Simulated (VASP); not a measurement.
Wanted: the native input for a VASP 6.6.1 run.

```
Task                   : single point
Functional             : r2SCAN
Potentials or basis    : VASP PAW PBE potentials, release 64 (Ag, I)
Cutoff                 : 550 eV
k mesh                 : 6 × 6 × 6
Occupations            : gaussian, width 0.01 eV
Spin                   : no spin polarisation
Dipole correction      : no
Further INCAR settings : ALGO = Normal; EDIFF = 1e-06; NBANDS = 16
```

Crystal: AgI.

```
Ag I
1.0
     0.00000    3.28863    3.28863
     3.28863    0.00000    3.28863
     3.28863    3.28863    0.00000
Ag I
1 1
Cartesian
  0.0000 0.0000 0.0000
  1.6443 1.6443 1.6443
```

One way to write it, as run:

POSCAR

```
AgI
1.0
    0.0000000000      3.2886327781      3.2886327781
    3.2886327781      0.0000000000      3.2886327781
    3.2886327781      3.2886327781      0.0000000000
Ag I
1 1
Direct
    0.0000000000      0.0000000000      0.0000000000
    0.2500000000      0.2500000000      0.2500000000
```

INCAR.step1

```
SYSTEM = AgI
PREC = Accurate
ENCUT = 550
ISMEAR = 0
SIGMA = 0.01
LREAL = .FALSE.
LASPH = .TRUE.
NELM = 120
NBANDS = 16
GGA = PE
ALGO = Normal
EDIFF = 1E-5
LWAVE = .TRUE.
LCHARG = .FALSE.
GGA_COMPAT = .FALSE.
```

INCAR.step2

```
SYSTEM = AgI
PREC = Accurate
ENCUT = 550
EDIFF = 1E-6
ISMEAR = 0
SIGMA = 0.01
LREAL = .FALSE.
LASPH = .TRUE.
NELM = 120
ALGO = Normal
ISIF = 2
LWAVE = .FALSE.
LCHARG = .FALSE.
METAGGA = R2SCAN
LMIXTAU = .TRUE.
NBANDS = 16
ISTART = 1
GGA_COMPAT = .FALSE.
```

KPOINTS

```
Automatic mesh
0
G
  6 6 6
  0 0 0
```

Potentials or basis: VASP PAW PBE potentials, release 64 (Ag, I).

Command:

```console
$ cat potpaw_PBE.64/Ag/POTCAR potpaw_PBE.64/I/POTCAR > POTCAR
$ cp INCAR.step1 INCAR
$ mpirun -np 1 vasp_std > vasp.out
$ cp INCAR.step2 INCAR
$ mpirun -np 1 vasp_std > vasp.out
```

Results of the run:

```yaml
Pressure: -0.1 GPa
Band_gap_on_the_k_mesh: 1.79 eV, direct
```

Caveat: the PAW data sets were made with another functional, which shifts forces and pressure a little; spin-orbit coupling is left out, which moves the levels of the heavy elements.

It took 79 s on 1 thread of Intel(R) Xeon(R) Platinum 8488C (Sapphire Rapids), with other jobs on the host, peak memory 0.23 GiB.
